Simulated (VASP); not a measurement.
A run of VASP 6.6.1 is set up as follows.

The input POSCAR:

```
CaBe2Ge2
1.0
    4.0751370000      0.0000000000      0.0000000000
    0.0000000000      4.0751370000      0.0000000000
    0.0000000000      0.0000000000     10.0560590000
Ge Ca Be
4 2 4
Direct
    0.2500000000      0.2500000000      0.3680000000
    0.7500000000      0.7500000000      0.6320000000
    0.7500000000      0.2500000000      0.0000000000
    0.2500000000      0.7500000000      0.0000000000
    0.2500000000      0.2500000000      0.7490000000
    0.7500000000      0.7500000000      0.2510000000
    0.2500000000      0.2500000000      0.1080000000
    0.7500000000      0.7500000000      0.8920000000
    0.7500000000      0.2500000000      0.5000000000
    0.2500000000      0.7500000000      0.5000000000
```

The input INCAR.step1:

```
  ALGO = Normal
  EDIFF = 1E-5
  EDIFFG = -0.005
  ENCUT = 660
  GGA = PE
  GGA_COMPAT = False
  IBRION = 2
  ISIF = 3
  ISMEAR = 0
  KPAR = 4
  LASPH = True
  LCHARG = False
  LREAL = False
  LWAVE = True
  NELM = 120
  NELMIN = 4
  NSW = 100
  PREC = Accurate
  SIGMA = 0.1202
```

Contents of INCAR.step2:

```
  ALGO = Normal
  EDIFF = 1E-7
  EDIFFG = -0.03
  ENCUT = 660
  GGA_COMPAT = False
  IBRION = 2
  ISIF = 3
  ISMEAR = 0
  ISTART = 1
  KPAR = 4
  LASPH = True
  LCHARG = False
  LMIXTAU = True
  LREAL = False
  LWAVE = False
  METAGGA = R2SCAN
  NELM = 120
  NELMIN = 4
  NSW = 100
  PREC = Accurate
  SIGMA = 0.1202
```

Contents of KPOINTS:

```
k-points
0
Gamma
  8 8 3
```

Potentials or basis: VASP PAW PBE potentials, release 64 (Ge_d, Ca_sv, Be).

Command:

```console
$ cat potpaw_PBE.64/Ge_d/POTCAR potpaw_PBE.64/Ca_sv/POTCAR potpaw_PBE.64/Be/POTCAR > POTCAR
$ cp INCAR.step1 INCAR
$ mpirun -np 4 vasp_std > vasp.out
$ cp INCAR.step2 INCAR
$ mpirun -np 4 vasp_std > vasp.out
```

**Question.** Predict the space group after relaxing (to 0.1 Å).

**Answer.** P4/nmm (No. 129).

**Question.** What does it give for the relaxed volume?

**Answer.** 15.87 Å³/atom.

Stress tensor (GPa, compression positive):
```
 0.08  0.00  0.00
 0.00  0.08  0.00
 0.00  0.00 -0.01
```

Caveat: the PAW data sets were made with another functional, which shifts forces and pressure a little.
